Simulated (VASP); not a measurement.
# C (Fd-3m) in VASP: further runs

The runs below take C through single point, with PBEsol.

Program: VASP 6.6.1. These are calculated values, not measurements. Logs are shortened: lines on timing, memory, paths and dates and some standing lists are left out, and cuts for length are marked.

## Step 1: The cell of the first run

Symmetry: Fd-3m, No. 227, cubic system. The conventional cell has a = 3.494 Å, b = 3.494 Å, c = 3.494 Å, α = 90.00°, β = 90.00°, γ = 90.00°. Within 2.0 Å of C (site symmetry -43m) lie 4 C at 1.51 Å.

## Step 2: Single point, PBEsol

INCAR

```
SYSTEM = C
PREC = Accurate
ENCUT = 520
EDIFF = 1E-6
ISMEAR = 0
SIGMA = 0.01
LREAL = .False.
LASPH = .True.
NELM = 80
ALGO = Normal
ISIF = 2
LWAVE = .False.
LCHARG = .False.
GGA = PS
NBANDS = 11
```

KPOINTS

```
regular mesh
0
Gamma
  9 9 9
  0 0 0
```

POSCAR

```
C
1.0
    0.0000000000      1.7469644787      1.7469644787
    1.7469644787      0.0000000000      1.7469644787
    1.7469644787      1.7469644787      0.0000000000
C
2
Direct
    0.0000000000      0.0000000000      0.0000000000
    0.2500000000      0.2500000000      0.2500000000
```

Potentials or basis: VASP PAW PBE potentials, release 64 (C).

On the command line:

```console
cat potpaw_PBE.64/C/POTCAR > POTCAR
mpirun -np 1 vasp_std > vasp.out
```

OUTCAR:

```text
SYSTEM = C
   PREC = Accurate
   ENCUT = 520
   EDIFF = 1E-6
   ISMEAR = 0
   LREAL = .False.
   LASPH = .True.
   NELM = 80
   ISIF = 2
   GGA = PS

 ion  position               nearest neighbor table
   1  0.000  0.000  0.000-   2 1.51   2 1.51   2 1.51   2 1.51
   2  0.250  0.250  0.250-   1 1.51   1 1.51   1 1.51   1 1.51

  LATTYP: Found a face centered cubic cell.
 ALAT       =     3.4939289574

  Lattice vectors:

 A1 = (   0.0000000000,   1.7469644787,   1.7469644787)
 A2 = (   1.7469644787,   0.0000000000,   1.7469644787)
 A3 = (   1.7469644787,   1.7469644787,   0.0000000000)

Analysis of symmetry for initial positions (statically):
=====================================================================
 Subroutine PRICEL returns:
 Original cell was already a primitive cell.

 Routine SETGRP: Setting up the symmetry group for a
 face centered cubic supercell.

 Subroutine GETGRP returns: Found 48 space group operations
 (whereof 24 operations were pure point group operations)
 out of a pool of 48 trial point group operations.

The static configuration has the point symmetry T_d .
 The point group associated with its full space group is O_h .

Analysis of symmetry for dynamics (positions and initial velocities):
=====================================================================
 Subroutine PRICEL returns:
 Original cell was already a primitive cell.

 Routine SETGRP: Setting up the symmetry group for a
 face centered cubic supercell.

 Subroutine GETGRP returns: Found 48 space group operations
 (whereof 24 operations were pure point group operations)
 out of a pool of 48 trial point group operations.

The dynamic configuration has the point symmetry T_d .
 The point group associated with its full space group is O_h .

 Subroutine INISYM returns: Found 48 space group operations
 (whereof 24 operations are pure point group operations),
 and found     1 'primitive' translations

----------------------------------------------------------------------------------------

                                     Primitive cell

  volume of cell :      10.6631

  direct lattice vectors                    reciprocal lattice vectors
     0.000000000  1.746964479  1.746964479    -0.286210742  0.286210742  0.286210742
     1.746964479  0.000000000  1.746964479     0.286210742 -0.286210742  0.286210742
     1.746964479  1.746964479  0.000000000     0.286210742  0.286210742 -0.286210742

  length of vectors
     2.470580859  2.470580859  2.470580859     0.495731547  0.495731547  0.495731547

  position of ions in fractional coordinates (direct lattice)
     0.000000000  0.000000000  0.000000000
     0.250000000  0.250000000  0.250000000

  ion indices of the primitive-cell ions
   primitive index   ion index
                 1           1
                 2           2

----------------------------------------------------------------------------------------

 KPOINTS: regular mesh

Automatic generation of k-mesh.
 Grid dimensions read from file:
 generate k-points for:    9    9    9

 Generating k-lattice:

  Cartesian coordinates                     Fractional coordinates (reciprocal lattice)
    -0.031801194  0.031801194  0.031801194     0.111111111  0.000000000  0.000000000
     0.031801194 -0.031801194  0.031801194     0.000000000  0.111111111  0.000000000
     0.031801194  0.031801194 -0.031801194     0.000000000  0.000000000  0.111111111

  Length of vectors
     0.055081283  0.055081283  0.055081283

  Shift w.r.t. Gamma in fractional coordinates (k-lattice)
     0.000000000  0.000000000  0.000000000

 Subroutine IBZKPT returns following result:
 ===========================================

 Found     35 irreducible k-points:

 Following reciprocal coordinates:
            Coordinates               Weight
  0.000000  0.000000  0.000000      1.000000
  0.111111  0.000000  0.000000      8.000000
  0.222222  0.000000  0.000000      8.000000
  0.333333  0.000000  0.000000      8.000000
  0.444444  0.000000  0.000000      8.000000
  0.111111  0.111111  0.000000      6.000000
[... 16 lines left out ...]
 -0.333333  0.333333  0.000000     12.000000
  0.444444  0.444444  0.000000      6.000000
 [... further k-points ...]
   k-points           NKPTS =     35   k-points in BZ     NKDIM =     35   number of bands    NBANDS=     11
   number of dos      NEDOS =    301   number of ions     NIONS =      2
   total plane-waves  NPLWV =   5832
   dimension x,y,z NGX =    18 NGY =   18 NGZ =   18
   dimension x,y,z NGXF=    36 NGYF=   36 NGZF=   36
   ions per type =               2
   NGX,Y,Z   is equivalent  to a cutoff of  12.11, 12.11, 12.11 a.u.
   NGXF,Y,Z  is equivalent  to a cutoff of  24.22, 24.22, 24.22 a.u.
 SYSTEM =  C
   PREC   = accura    normal or accurate (medium, high low for compatibility)
   ISTART =      0    job   : 0-new  1-cont  2-samecut
   ICHARG =      2    charge: 1-file 2-atom 10-const
   ISPIN  =      1    spin polarized calculation?
   LNONCOLLINEAR =      F non collinear calculations
   LSORBIT =      F    spin-orbit coupling
   LASPH  =      T    aspherical Exc in radial PAW
   ENCUT  =  520.0 eV  38.22 Ry    6.18 a.u.   4.59  4.59  4.59*2*pi/ulx,y,z
   NELM   =     80;   NELMIN=  2; NELMDL= -5     # of ELM steps
   EDIFF  = 0.1E-05   stopping-criterion for ELM
   LREAL  =      F    real-space projection
   EDIFFG = 0.1E-04   stopping-criterion for IOM
   NSW    =      0    number of steps for IOM
   IBRION =     -1    ionic relax: 0-MD 1-quasi-New 2-CG
   NFREE  =      0    steps in history (QN), initial steepest desc. (CG)
   ISIF   =      2    stress and relaxation
   ISYM   =      2    0-nonsym 1-usesym 2-fastsym
   POTIM  = 0.5000    time-step for ionic-motion
   TEBEG  =    0.0;   TEEND  =   0.0 temperature during run
   PSTRESS=    0.0 pullay stress
   NELECT =       8.0000    total number of electrons
   NUPDOWN=      -1.0000    fix difference up-down
   EMIN   =  10.00;   EMAX   =-10.00  energy-range for DOS
   EFERMI =   0.00;   METHOD = LEGACY
   ISMEAR =     0;   SIGMA  =   0.01  broadening in eV -4-tet -1-fermi 0-gaus
   EFERMI_NEDOS =   21; number of points for ismear=-14 and -15
   IALGO  =     38    algorithm
   IMIX   =      4    mixing-type and parameters
     AMIX     =   0.40;   BMIX     =  1.00
     AMIX_MAG =   1.60;   BMIX_MAG =  1.00
  volume/ion in A,a.u.               =       5.33        35.98
  Fermi-wavevector in a.u.,A,eV,Ry     =   1.487570  2.811100 30.107851  2.212865
  Thomas-Fermi vector in A             =   2.600714
   LORBIT       =      0    0 simple, 1 ext, 2 COOP (PROOUT), +10 PAW based schemes
   GGA     = PS    functional components
   LHFCALC =     F    Hartree Fock is set to
   AEXX    =    0.0000 exact exchange contribution
   IVDW    =     0    specifies the selected vdW correction
   LEPSILON=     F    determine dielectric tensor
   LRPA    =     F    only Hartree local field effects (RPA)
 non-spin polarized calculation
 Gauss-broadening in eV      SIGMA  =   0.01
  energy-cutoff  :      520.00
  volume of cell :       10.66
 maximum number of plane-waves:       302
   NGX =  9   NGY =  9   NGZ =  9

 number of electron       8.0000001 magnetization

 Free energy of the ion-electron system (eV)
  ---------------------------------------------------
  ext. energy  EPLUGINS =         0.00000000
  ---------------------------------------------------
  free energy    TOTEN  =       -19.20225291 eV

  energy without entropy =      -19.20225291  energy(sigma->0) =      -19.20225291

 E-fermi :  10.7351     XC(G=0): -13.7404

 val. band max:       10.6250573935   @ k =   0.0000   0.0000   0.0000
 cond. band min:      14.8060980390   @ k =   0.3333   0.3333   0.0000
 fundamental gap:      4.1810406455
 Fermi energy:        10.7350687985

 k-point     1 :       0.0000    0.0000    0.0000
  band No.  band energies     occupation
      1     -11.7465      2.00000
      2      10.6251      2.00000
      3      10.6251      2.00000
      4      10.6251      2.00000
      5      16.3353      0.00000
      6      16.3353      0.00000
      7      16.3353      0.00000
      8      25.4314      0.00000
      9      30.4016      0.00000
     10      37.7907      0.00000
     11      37.7907      0.00000

 k-point     2 :       0.1111    0.0000    0.0000
  band No.  band energies     occupation
      1     -11.3895      2.00000
      2       8.5158      2.00000
      3      10.0474      2.00000
      4      10.0474      2.00000
      5      17.0925      0.00000
      6      17.0925      0.00000
      7      17.5624      0.00000
      8      25.6132      0.00000
      9      30.9554      0.00000
     10      34.7621      0.00000
     11      34.7621      0.00000

 k-point     3 :       0.2222    0.0000    0.0000
  band No.  band energies     occupation
      1     -10.3250      2.00000
      2       4.6954      2.00000
      3       9.0031      2.00000
      4       9.0031      2.00000
      5      18.4003      0.00000
      6      18.4003      0.00000
      7      19.0492      0.00000
      8      26.0737      0.00000
      9      31.7827      0.00000
     10      33.3403      0.00000
     11      33.3403      0.00000

 k-point     4 :       0.3333    0.0000    0.0000
  band No.  band energies     occupation
      1      -8.5823      2.00000
      2       0.7861      2.00000
      3       8.1553      2.00000
      4       8.1553      2.00000
      5      19.1306      0.00000
      6      19.1306      0.00000
      7      19.9033      0.00000
      8      26.5070      0.00000
      9      32.2298      0.00000
     10      34.2967      0.00000
     11      34.2967      0.00000

 k-point     5 :       0.4444    0.0000    0.0000
  band No.  band energies     occupation
      1      -6.3118      2.00000
      2      -2.6367      2.00000
      3       7.7072      2.00000
      4       7.7072      2.00000
      5      19.2648      0.00000
      6      19.2648      0.00000
      7      20.2757      0.00000
      8      26.6527      0.00000
      9      32.9904      0.00000
     10      36.0570      0.00000
     11      36.7006      0.00000
[... 211 lines left out ...]
 k-point    21 :       0.4444    0.3333    0.0000
  band No.  band energies     occupation
      1      -5.8525      2.00000
      2       1.1626      2.00000
      3       3.4860      2.00000
      4       4.5634      2.00000
      5      15.5204      0.00000
      6      18.0781      0.00000
      7      26.2911      0.00000
      8      26.4967      0.00000
      9      33.6769      0.00000
     10      34.6141      0.00000
     11      42.2869      0.00000

 k-point    22 :      -0.4444    0.3333    0.0000
  band No.  band energies     occupation
      1      -3.7217      2.00000
      2      -0.9324      2.00000
      3       1.4751      2.00000
      4       4.8027      2.00000
      5      16.1964      0.00000
      6      20.8117      0.00000
      7      25.7858      0.00000
      8      26.8025      0.00000
      9      31.1656      0.00000
     10      35.6929      0.00000
     11      38.3145      0.00000

 k-point    23 :      -0.3333    0.3333    0.0000
  band No.  band energies     occupation
      1      -3.8802      2.00000
      2      -0.7141      2.00000
      3       0.5799      2.00000
      4       5.6228      2.00000
      5      17.0203      0.00000
      6      24.1420      0.00000
      7      24.8111      0.00000
      8      26.5826      0.00000
      9      27.9731      0.00000
     10      34.7544      0.00000
     11      36.4817      0.00000

 k-point    24 :       0.4444    0.4444    0.0000
  band No.  band energies     occupation
      1      -4.4111      2.00000
      2      -0.6788      2.00000
      3       4.0208      2.00000
      4       4.0208      2.00000
      5      14.9490      0.00000
      6      16.0342      0.00000
      7      27.9673      0.00000
      8      27.9673      0.00000
      9      34.4950      0.00000
     10      35.0784      0.00000
     11      44.3013      0.00000

 [... further k-points ...]
[... 5 lines left out ...]
  --------------------------------------------------------------------------------------
  -------------------------------------------------------------------------------------
  Total        1.7664771      1.7664771      1.7664771     -0.0000000     -0.0000000     -0.0000000
  in kB      265.4216624    265.4216624    265.4216624     -0.0000000     -0.0000000     -0.0000000
  external PRESSURE =     265.4216624 kB  Pullay stress =       0.0000000 kB

 VOLUME and BASIS-vectors are now :
 -----------------------------------------------------------------------------
  energy-cutoff  :      520.00
  volume of cell :       10.66
      direct lattice vectors                 reciprocal lattice vectors
     0.000000000  1.746964479  1.746964479    -0.286210742  0.286210742  0.286210742
     1.746964479  0.000000000  1.746964479     0.286210742 -0.286210742  0.286210742
     1.746964479  1.746964479  0.000000000     0.286210742  0.286210742 -0.286210742

 POSITION                                       TOTAL-FORCE (eV/Angst)
 -----------------------------------------------------------------------------------
      0.00000      0.00000      0.00000         0.000000     -0.000000      0.000000
      0.87348      0.87348      0.87348        -0.000000      0.000000     -0.000000
 -----------------------------------------------------------------------------------
    total drift:                               -0.000000     -0.000000     -0.000000

  FREE ENERGIE OF THE ION-ELECTRON SYSTEM (eV)
  ---------------------------------------------------
  free  energy   TOTEN  =       -19.2022529101 eV

  energy  without entropy=      -19.2022529101  energy(sigma->0) =      -19.20225291
```

Wall time 3.2 s (1 thread of Intel Xeon 6975P-C (Granite Rapids), shared host); peak memory 0.11 GiB.

What came out:

* Free energy: -19.2023 eV
* Pressure: 26.5 GPa
* Band gap on the k mesh: 4.18 eV, indirect (least direct gap 5.71 eV)

Caveat: the PAW data sets were made with another functional, which shifts forces and pressure a little. A k mesh can miss the band edges.

## Step 3: Single point, PBEsol

This run uses another cell than the first one, of 5.44 Å³/atom, 1.021 times its volume.

INCAR

```
PREC = Accurate
ENCUT = 520
EDIFF = 1E-6
ISMEAR = 0
SIGMA = 0.01
LREAL = False
LASPH = True
NELM = 60
ALGO = Normal
ISIF = 2
LWAVE = False
LCHARG = True
GGA = PS
LELF = True
LVHAR = True
NBANDS = 11
```

KPOINTS

```
regular mesh
0
Gamma
  9 9 9
```

POSCAR

```
C
1.0
    0.0000000000      1.7592674508      1.7592674508
    1.7592674508      0.0000000000      1.7592674508
    1.7592674508      1.7592674508      0.0000000000
C
2
Direct
    0.0000000000      0.0000000000      0.0000000000
    0.2500000000      0.2500000000      0.2500000000
```

Potentials or basis: VASP PAW PBE potentials, release 64 (C).

On the command line:

```console
cat potpaw_PBE.64/C/POTCAR > POTCAR
mpirun -np 1 vasp_std > vasp.out
```

It took 3.6 s on 1 thread of Intel Xeon 6975P-C (Granite Rapids), shared host; peak memory 0.11 GiB.

Results (log left out):

```yaml
Free_energy: -19.2322 eV
Pressure: 15.5 GPa
Band_gap_on_the_k_mesh: 4.13 eV, indirect (least direct gap 5.65 eV)
```

Levels at points of the mesh, in eV from the valence-band top:
```
           k point  band 2  band 3  band 4  band 5  band 6  band 7
(0.00, 0.00, 0.00)    0.00    0.00    0.00    5.65    5.65    5.65
```

Caveat: the PAW data sets were made with another functional, which shifts forces and pressure a little. A k mesh can miss the band edges.

## Step 4: Single point, PBEsol

This run uses another cell than the first one, of 5.56 Å³/atom, 1.043 times its volume.

INCAR

```
SYSTEM = C
ALGO = Normal
EDIFF = 1E-7
ENCUT = 520
GGA = PS
ISIF = 2
ISMEAR = 0
LASPH = .True.
LCHARG = .True.
LELF = .True.
LREAL = .False.
LVHAR = .True.
LWAVE = .False.
NBANDS = 11
NELM = 100
PREC = Accurate
SIGMA = 0.01
```

KPOINTS

```
k-points
0
Gamma
  9 9 9
  0 0 0
```

POSCAR

```
C
1.0
    0.0000000000      1.7714007132      1.7714007132
    1.7714007132      0.0000000000      1.7714007132
    1.7714007132      1.7714007132      0.0000000000
C
2
Direct
    0.0000000000      0.0000000000      0.0000000000
    0.2500000000      0.2500000000      0.2500000000
```

On the command line:

```console
cat potpaw_PBE.64/C/POTCAR > POTCAR
mpirun -np 1 vasp_std > vasp.out
```

Run time: 3.3 s. Hardware: 1 thread of Intel Xeon 6975P-C (Granite Rapids), shared host; peak memory 0.11 GiB.

Results (log left out):

```
Free energy            : -19.2472 eV
Pressure               : 5.4 GPa
Band gap on the k mesh : 4.08 eV, indirect (least direct gap 5.59 eV)
```

Levels at points of the mesh, in eV from the valence-band top:
| k point | band 1 | band 2 | band 3 | band 4 | band 5 | band 6 | band 7 | band 8 |
| --- | --- | --- | --- | --- | --- | --- | --- | --- |
| (0.00, 0.00, 0.00) | -21.80 | 0.00 | 0.00 | 0.00 | 5.59 | 5.59 | 5.59 | 13.83 |

Caveat: the PAW data sets were made with another functional, which shifts forces and pressure a little.

## Step 5: Summary

```tsv
cell	gap on the mesh (eV)	pressure (GPa)
a = 2.471 Å, angles 60.0°, 2 atoms	4.18	26.5
a = 2.488 Å, angles 60.0°, 2 atoms	4.13	15.5
a = 2.505 Å, angles 60.0°, 2 atoms	4.08	5.4
```

Alike in all rows: task single point; level PBEsol; potentials or basis VASP PAW PBE potentials, release 64 (C); no spin polarisation; k mesh 9 × 9 × 9; cutoff (eV) 520; smearing gaussian 0.01 eV.

Caveats: the PAW data sets were made with another functional, which shifts forces and pressure a little.

Absolute energies hang on the potentials; compare differences alone.
